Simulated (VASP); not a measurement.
# Al2Cu in VASP: further runs

The runs below take Al2Cu through single point, relaxation of cell and atoms, with r2SCAN.

Program: VASP 6.6.1. These are calculated values, not measurements. Logs are shortened: lines on timing, memory, paths and dates and some standing lists are left out, and cuts for length are marked.

### 1 The cell of the first run

The structure is tetragonal, space group I4/mmm (No. 139). Conventional cell: a = 3.974 Å, b = 3.974 Å, c = 5.803 Å, α = 90.00°, β = 90.00°, γ = 90.00°. Within 3.2 Å of Al (site symmetry -4m2) lie 4 Cu at 2.46 Å and 6 Al at 2.81 to 2.90 Å. Cu (site symmetry 4/mmm) has 8 Al at 2.46 Å within 3.2 Å.

### 2 Single point, r2SCAN (biaxial strain in the a-b plane: -2.0 %)

File POSCAR:

```
Al2Cu
1.0
    2.8097320321      2.8097320321      0.0000000000
   -2.8097320321      2.8097320321      0.0000000000
    0.0000000000      0.0000000000      5.8029567683
Al Cu
4 2
Direct
    0.5000000000      0.0000000000      0.2500000000
    0.0000000000      0.5000000000      0.2500000000
    0.0000000000      0.5000000000      0.7500000000
    0.5000000000      0.0000000000      0.7500000000
    0.0000000000      0.0000000000      0.5000000000
    0.5000000000      0.5000000000      0.0000000000
```

File INCAR.step1:

```
PREC = Accurate
ENCUT = 520
ISMEAR = 0
SIGMA = 0.1
LREAL = False
LASPH = True
NELM = 100
NBANDS = 26
GGA = PE
ALGO = Normal
EDIFF = 1E-4
LWAVE = True
LCHARG = False
```

File INCAR.step2:

```
PREC = Accurate
ENCUT = 520
EDIFF = 1E-7
ISMEAR = 0
SIGMA = 0.1
LREAL = False
LASPH = True
NELM = 100
ALGO = Normal
ISIF = 2
LWAVE = False
LCHARG = True
METAGGA = R2SCAN
LMIXTAU = True
LELF = True
LVHAR = True
NBANDS = 26
ISTART = 1
```

File KPOINTS:

```
Automatic mesh
0
Gamma
  10 10 6
```

Potentials or basis: VASP PAW PBE potentials, release 64 (Al, Cu).

Run with:

```bash
$ cat potpaw_PBE.64/Al/POTCAR potpaw_PBE.64/Cu/POTCAR > POTCAR
$ cp INCAR.step1 INCAR
$ mpirun -np 1 vasp_std > vasp.out
$ cp INCAR.step2 INCAR
$ mpirun -np 1 vasp_std > vasp.out
```

OUTCAR:

```text
PREC = Accurate
   ENCUT = 520
   EDIFF = 1E-7
   ISMEAR = 0
   LREAL = False
   LASPH = True
   NELM = 100
   ISIF = 2
   METAGGA = R2SCAN
   ISTART = 1

 ion  position               nearest neighbor table
   1  0.500  0.000  0.250-   5 2.46   6 2.46   6 2.46   5 2.46   2 2.81   2 2.81   2 2.81   2 2.81
                             4 2.90   4 2.90
   2  0.000  0.500  0.250-   5 2.46   6 2.46   5 2.46   6 2.46   1 2.81   1 2.81   1 2.81   1 2.81
                             3 2.90   3 2.90
   3  0.000  0.500  0.750-   5 2.46   6 2.46   5 2.46   6 2.46   4 2.81   4 2.81   4 2.81   4 2.81
                             2 2.90   2 2.90
   4  0.500  0.000  0.750-   5 2.46   6 2.46   6 2.46   5 2.46   3 2.81   3 2.81   3 2.81   3 2.81
                             1 2.90   1 2.90
   5  0.000  0.000  0.500-   1 2.46   2 2.46   3 2.46   4 2.46   2 2.46   3 2.46   1 2.46   4 2.46

   6  0.500  0.500  0.000-   1 2.46   2 2.46   3 2.46   4 2.46   1 2.46   4 2.46   2 2.46   3 2.46

  LATTYP: Found a simple tetragonal cell.
 ALAT       =     3.9735611464
 C/A-ratio  =     1.4603919644

  Lattice vectors:

 A1 = (   2.8097320321,   2.8097320321,   0.0000000000)
 A2 = (  -2.8097320321,   2.8097320321,   0.0000000000)
 A3 = (   0.0000000000,   0.0000000000,   5.8029567683)

Analysis of symmetry for initial positions (statically):
=====================================================================
 Subroutine PRICEL returns following result:

  LATTYP: Found a body centered tetragonal cell.
 ALAT       =     3.9735611464
 C/A-ratio  =     1.4603919644

  Lattice vectors:

 A1 = (   2.8097320321,   0.0000000000,  -2.9014783841)
 A2 = (  -2.8097320321,   0.0000000000,  -2.9014783842)
 A3 = (   0.0000000000,   2.8097320321,   2.9014783842)

   2 primitive cells build up your supercell.

 Routine SETGRP: Setting up the symmetry group for a
 simple tetragonal supercell.

 Subroutine GETGRP returns: Found 16 space group operations
 (whereof 16 operations were pure point group operations)
 out of a pool of 16 trial point group operations.

The static configuration has the point symmetry D_4h.

Analysis of symmetry for dynamics (positions and initial velocities):
=====================================================================
 Subroutine PRICEL returns following result:

  LATTYP: Found a body centered tetragonal cell.
 ALAT       =     3.9735611464
 C/A-ratio  =     1.4603919644

  Lattice vectors:

 A1 = (   2.8097320321,   0.0000000000,  -2.9014783841)
 A2 = (  -2.8097320321,   0.0000000000,  -2.9014783842)
 A3 = (   0.0000000000,   2.8097320321,   2.9014783842)

   2 primitive cells build up your supercell.

 Routine SETGRP: Setting up the symmetry group for a
 simple tetragonal supercell.

 Subroutine GETGRP returns: Found 16 space group operations
 (whereof 16 operations were pure point group operations)
 out of a pool of 16 trial point group operations.

The dynamic configuration has the point symmetry D_4h.

 Subroutine INISYM returns: Found 16 space group operations
 (whereof 16 operations are pure point group operations),
 and found     2 'primitive' translations

----------------------------------------------------------------------------------------

                                     Primitive cell

  volume of cell :      45.8120

  direct lattice vectors                    reciprocal lattice vectors
     2.809732032  0.000000000 -2.901478384     0.177952913  0.177952913 -0.172325943
    -2.809732032  0.000000000 -2.901478384    -0.177952913  0.177952913 -0.172325943
     0.000000000  2.809732032  2.901478384     0.000000000  0.355905826  0.000000000

  length of vectors
     4.038956661  4.038956661  4.038956661     0.305009359  0.305009359  0.355905826

  position of ions in fractional coordinates (direct lattice)
     0.250000000  0.750000000  0.500000000
     0.750000000  0.250000000  0.500000000
     0.500000000  0.500000000  0.000000000

  ion indices of the primitive-cell ions
   primitive index   ion index
                 1           1
                 2           4
                 3           5

----------------------------------------------------------------------------------------

 KPOINTS: Automatic mesh

Automatic generation of k-mesh.
 Grid dimensions read from file:
 generate k-points for:   10   10    6

 Generating k-lattice:

  Cartesian coordinates                     Fractional coordinates (reciprocal lattice)
     0.017795291  0.017795291  0.000000000     0.100000000  0.000000000  0.000000000
    -0.017795291  0.017795291  0.000000000     0.000000000  0.100000000  0.000000000
     0.000000000  0.000000000  0.028720991     0.000000000  0.000000000  0.166666667

  Length of vectors
     0.025166342  0.025166342  0.028720991

  Shift w.r.t. Gamma in fractional coordinates (k-lattice)
     0.000000000  0.000000000  0.000000000

 Subroutine IBZKPT returns following result:
 ===========================================

 Found     84 irreducible k-points:

 Following reciprocal coordinates:
            Coordinates               Weight
  0.000000  0.000000  0.000000      1.000000
  0.100000  0.000000  0.000000      4.000000
  0.200000  0.000000  0.000000      4.000000
  0.300000  0.000000  0.000000      4.000000
  0.400000  0.000000  0.000000      4.000000
  0.500000  0.000000  0.000000      2.000000
[... 16 lines left out ...]
  0.100000  0.000000  0.166667      8.000000
  0.200000  0.000000  0.166667      8.000000
 [... further k-points ...]
   k-points           NKPTS =     84   k-points in BZ     NKDIM =     84   number of bands    NBANDS=     26
   number of dos      NEDOS =    301   number of ions     NIONS =      6
   total plane-waves  NPLWV =  43200
   dimension x,y,z NGX =    30 NGY =   30 NGZ =   48
   dimension x,y,z NGXF=    60 NGYF=   60 NGZF=   96
   ions per type =               4   2
   NGX,Y,Z   is equivalent  to a cutoff of  12.55, 12.55, 13.75 a.u.
   NGXF,Y,Z  is equivalent  to a cutoff of  25.10, 25.10, 27.50 a.u.
 SYSTEM =  unknown system
   PREC   = accura    normal or accurate (medium, high low for compatibility)
   ISTART =      1    job   : 0-new  1-cont  2-samecut
   ICHARG =      0    charge: 1-file 2-atom 10-const
   ISPIN  =      1    spin polarized calculation?
   LNONCOLLINEAR =      F non collinear calculations
   LSORBIT =      F    spin-orbit coupling
   LASPH  =      T    aspherical Exc in radial PAW
   ENCUT  =  520.0 eV  38.22 Ry    6.18 a.u.   7.39  7.39 10.79*2*pi/ulx,y,z
   NELM   =    100;   NELMIN=  2; NELMDL=  0     # of ELM steps
   EDIFF  = 0.1E-06   stopping-criterion for ELM
   LREAL  =      F    real-space projection
   EDIFFG = 0.1E-05   stopping-criterion for IOM
   NSW    =      0    number of steps for IOM
   IBRION =     -1    ionic relax: 0-MD 1-quasi-New 2-CG
   NFREE  =      0    steps in history (QN), initial steepest desc. (CG)
   ISIF   =      2    stress and relaxation
   ISYM   =      2    0-nonsym 1-usesym 2-fastsym
   POTIM  = 0.5000    time-step for ionic-motion
   TEBEG  =    0.0;   TEEND  =   0.0 temperature during run
   PSTRESS=    0.0 pullay stress
   NELECT =      34.0000    total number of electrons
   NUPDOWN=      -1.0000    fix difference up-down
   EMIN   =  10.00;   EMAX   =-10.00  energy-range for DOS
   EFERMI =   0.00;   METHOD = LEGACY
   ISMEAR =     0;   SIGMA  =   0.10  broadening in eV -4-tet -1-fermi 0-gaus
   EFERMI_NEDOS =   21; number of points for ismear=-14 and -15
   IALGO  =     38    algorithm
   IMIX   =      4    mixing-type and parameters
     AMIX     =   0.40;   BMIX     =  1.00
     AMIX_MAG =   1.60;   BMIX_MAG =  1.00
  volume/ion in A,a.u.               =      15.27       103.05
  Fermi-wavevector in a.u.,A,eV,Ry     =   1.176426  2.223124 18.830178  1.383979
  Thomas-Fermi vector in A             =   2.312790
   LORBIT       =      0    0 simple, 1 ext, 2 COOP (PROOUT), +10 PAW based schemes
   METAGGA = R2SCAN    functional components
   LHFCALC =     F    Hartree Fock is set to
   AEXX    =    0.0000 exact exchange contribution
   IVDW    =     0    specifies the selected vdW correction
   LEPSILON=     F    determine dielectric tensor
   LRPA    =     F    only Hartree local field effects (RPA)
 non-spin polarized calculation
 Gauss-broadening in eV      SIGMA  =   0.10
  energy-cutoff  :      520.00
  volume of cell :       91.62
 maximum number of plane-waves:      2498
 NGX is ok and might be reduce to    30
   NGX = 15   NGY = 15   NGZ = 21

 number of electron      34.0000045 magnetization

 Free energy of the ion-electron system (eV)
  ---------------------------------------------------
  ext. energy  EPLUGINS =         0.00000000
  ---------------------------------------------------
  free energy    TOTEN  =       -49.78471729 eV

  energy without entropy =      -49.77495596  energy(sigma->0) =      -49.77983663

 E-fermi :   7.3868     XC(G=0): -11.3554

 val. band max:        7.3809720569   @ k =   0.4000   0.1000   0.3333
 cond. band min:       7.3949491094   @ k =   0.3000   0.2000   0.0000
 fundamental gap:      0.0139770525
 Fermi energy:         7.3868125400

 k-point     1 :       0.0000    0.0000    0.0000
  band No.  band energies     occupation
      1      -3.6451      2.00000
      2       0.5447      2.00000
      3       0.9810      2.00000
      4       1.9853      2.00000
      5       2.4601      2.00000
      6       2.4601      2.00000
[... 18 lines left out ...]
     25      14.3531      0.00000
     26      14.9603      0.00000

 k-point     2 :       0.1000    0.0000    0.0000
  band No.  band energies     occupation
      1      -3.5460      2.00000
      2       0.6098      2.00000
      3       1.0623      2.00000
      4       1.9423      2.00000
      5       2.4279      2.00000
      6       2.4767      2.00000
[... 18 lines left out ...]
     25      13.9374      0.00000
[... 608 lines left out ...]
     25      14.0878      0.00000
     26      14.1087      0.00000

 k-point    24 :       0.2000    0.0000    0.1667
  band No.  band energies     occupation
      1      -3.1227      2.00000
      2      -0.1982      2.00000
      3       1.7168      2.00000
      4       2.1296      2.00000
      5       2.2948      2.00000
      6       2.5360      2.00000
[... 18 lines left out ...]
     25      13.5454      0.00000
     26      14.0862      0.00000

 [... further k-points ...]

------------------------ aborting loop because EDIFF is reached ----------------------------------------

  FORCE on cell =-STRESS in cart. coord.  units (eV):
  Direction    XX          YY          ZZ          XY          YZ          ZX
  --------------------------------------------------------------------------------------
  -------------------------------------------------------------------------------------
  Total        2.7207469      2.7207469      0.0351055      0.0000000      0.0000000      0.0000000
  in kB       47.5761822     47.5761822      0.6138711      0.0000000      0.0000000      0.0000000
  external PRESSURE =      31.9220785 kB  Pullay stress =       0.0000000 kB

 VOLUME and BASIS-vectors are now :
 -----------------------------------------------------------------------------
  energy-cutoff  :      520.00
  volume of cell :       91.62
      direct lattice vectors                 reciprocal lattice vectors
     2.809732032  2.809732032  0.000000000     0.177952913  0.177952913  0.000000000
    -2.809732032  2.809732032  0.000000000    -0.177952913  0.177952913  0.000000000
     0.000000000  0.000000000  5.802956768     0.000000000  0.000000000  0.172325943

 POSITION                                       TOTAL-FORCE (eV/Angst)
 -----------------------------------------------------------------------------------
      1.40487      1.40487      1.45074         0.000000      0.000000     -0.000000
     -1.40487      1.40487      1.45074         0.000000      0.000000      0.000000
     -1.40487      1.40487      4.35222        -0.000000      0.000000     -0.000000
      1.40487      1.40487      4.35222         0.000000      0.000000      0.000000
      0.00000      0.00000      2.90148        -0.000000      0.000000     -0.000000
      0.00000      2.80973      0.00000         0.000000     -0.000000     -0.000000
 -----------------------------------------------------------------------------------
    total drift:                               -0.000000      0.000000     -0.000000

  FREE ENERGIE OF THE ION-ELECTRON SYSTEM (eV)
  ---------------------------------------------------
  free  energy   TOTEN  =       -49.7847172947 eV

  energy  without entropy=      -49.7749559622  energy(sigma->0) =      -49.77983663
```

It took 5.3 min on 1 thread of Intel Xeon 6975P-C (Granite Rapids), shared host; peak memory 0.32 GiB.

What came out:

| Quantity | Value |
| --- | --- |
| Free energy | -49.7847 eV |
| Pressure | 3.2 GPa |
| Band gap on the k mesh | zero (bands 17 and 18 overlap by 4.55 eV) |

Caveat: the cell differs from its parent crystal (biaxial strain in the a-b plane: -2.0 %); the cell stands under pressure; the PAW data sets were made with another functional, which shifts forces and pressure a little.

(Continued in part 2 of 2.)
